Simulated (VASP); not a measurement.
Input of a VASP 6.6.1 run:

The input INCAR:

```
SYSTEM = CdSe
PREC = Accurate ; ENCUT = 520
EDIFF = 1E-7 ; ISMEAR = 0
SIGMA = 0.011 ; LREAL = .False.
LASPH = .True. ; NELM = 80
ALGO = Normal ; ISIF = 2
LWAVE = .False. ; LCHARG = .False.
GGA = PE ; NBANDS = 16
```

File KPOINTS:

```
regular mesh
0
Gamma
  8 8 8
  0 0 0
```

POSCAR

```
CdSe
1.0
    0.0000000000      2.8739580000      2.8739580000
    2.8739580000      0.0000000000      2.8739580000
    2.8739580000      2.8739580000      0.0000000000
Cd Se
1 1
Direct
    0.0000000000      0.0000000000      0.0000000000
    0.5000000000      0.5000000000      0.5000000000
```

Potentials or basis: VASP PAW PBE potentials, release 64 (Cd, Se).

The run is started by

```bash
$ cat potpaw_PBE.64/Cd/POTCAR potpaw_PBE.64/Se/POTCAR > POTCAR
$ mpirun -np 1 vasp_std > vasp.out
```

Predict the band gap on the k mesh.

zero (bands 9 and 10 overlap by 0.44 eV).

Predict the pressure.

0.0 GPa.

Caveat: semilocal functionals underestimate gaps, so a narrow gap can read as zero.
